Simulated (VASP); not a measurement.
CoSi2, 3 atoms in the cell. Symmetry: Fm-3m, No. 225, cubic system. The conventional cell has a = 5.312 Å, b = 5.312 Å, c = 5.312 Å, α = 90.00°, β = 90.00°, γ = 90.00°. Within 3.0 Å of Co (site symmetry m-3m) lie 8 Si at 2.30 Å. Si (site symmetry -43m) has 4 Co at 2.30 Å and 6 Si at 2.66 Å within 3.0 Å. 

| Item | Value |
| --- | --- |
| Program | VASP 6.6.1 |
| Task | single point |
| Functional | PBEsol |
| Potentials or basis | VASP PAW PBE potentials, release 64 (Co, Si) |
| Cutoff | 520 eV |
| k mesh | 14 × 14 × 14 |
| Occupations | gaussian, width 0.1 eV |
| Spin | no spin polarisation |
| Dipole correction | no |
| Further INCAR settings | ALGO = Normal; EDIFF = 1e-07; NBANDS = 16 |

Potentials or basis: VASP PAW PBE potentials, release 64 (Co, Si).

Launch:

```console
$ cat potpaw_PBE.64/Co/POTCAR potpaw_PBE.64/Si/POTCAR > POTCAR
$ mpirun -np 1 vasp_std > vasp.out
```

Hardware: 1 thread of AMD EPYC 7R13 (shared host).

Question: Estimate the wall time of this run.

Answer: Wall time 100 s on 1 thread of AMD EPYC 7R13 (shared host), peak memory 0.17 GiB. Counts: scf iterations 15, k points 104.
